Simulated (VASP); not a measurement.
Here is a VASP 6.6.1 calculation.

Contents of INCAR:

```
PREC = Accurate
ENCUT = 520
EDIFF = 1E-6
ISMEAR = 0
SIGMA = 0.01
LREAL = False
LASPH = True
NELM = 100
ALGO = Normal
ISIF = 2
LWAVE = False
LCHARG = True
GGA = PE
LELF = True
LVHAR = True
NBANDS = 14
```

File KPOINTS:

```
Automatic mesh
0
Gamma
  4 4 4
```

POSCAR

```
NaI
1.0
    0.0000000000      3.5431916338      3.4900437593
    3.5431916338      0.0000000000      3.4900437593
    3.5431916338      3.5431916338      0.0000000000
Na I
1 1
Direct
    0.0000000000      0.0000000000      0.0000000000
    0.2500000000      0.2500000000      0.2500000000
```

Potentials or basis: VASP PAW PBE potentials, release 64 (Na_pv, I).

The run is started by

```console
$ cat potpaw_PBE.64/Na_pv/POTCAR potpaw_PBE.64/I/POTCAR > POTCAR
$ mpirun -np 1 vasp_std > vasp.out
```

Question: Predict the pressure.

Answer: 0.6 GPa.

Question: Predict the band gap on the k mesh.

Answer: 3.84 eV.

Caveat: the cell differs from its parent crystal (uniaxial z strain -1.5%); spin-orbit coupling is left out, which moves the levels of the heavy elements.
